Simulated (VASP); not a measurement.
GaN, 2 atoms in the cell. The structure is cubic, space group F-43m (No. 216). The conventional cell has a = 4.549 Å, b = 4.549 Å, c = 4.549 Å, α = 90.00°, β = 90.00°, γ = 90.00°. Within 2.6 Å of Ga (site symmetry -43m) lie 4 N at 1.97 Å. Within 2.6 Å of N (site symmetry -43m) lie 4 Ga at 1.97 Å. 

```yaml
Program: VASP 6.6.1
Task: single point
Functional: PBE
Potentials_or_basis: VASP PAW PBE potentials, release 64 (Ga_d, N)
Cutoff: 600 eV
k_mesh: 10 × 10 × 10
Occupations: gaussian, width 0.01 eV
Spin: no spin polarisation
Dipole_correction: no
Further_INCAR_settings: ALGO = Normal; EDIFF = 1e-06; NBANDS = 16
```

Potentials or basis: VASP PAW PBE potentials, release 64 (Ga_d, N).

Launch:

```sh
$ cat potpaw_PBE.64/Ga_d/POTCAR potpaw_PBE.64/N/POTCAR > POTCAR
$ mpirun -np 1 vasp_std > vasp.out
```

Hardware: 1 thread of AMD EPYC 7R13 (shared host).

**Question.** Estimate the wall time of this run.

**Answer.** Run time: 53 s on 1 thread of AMD EPYC 7R13 (shared host), peak memory 0.14 GiB. Counts: scf iterations 13, k points 47.
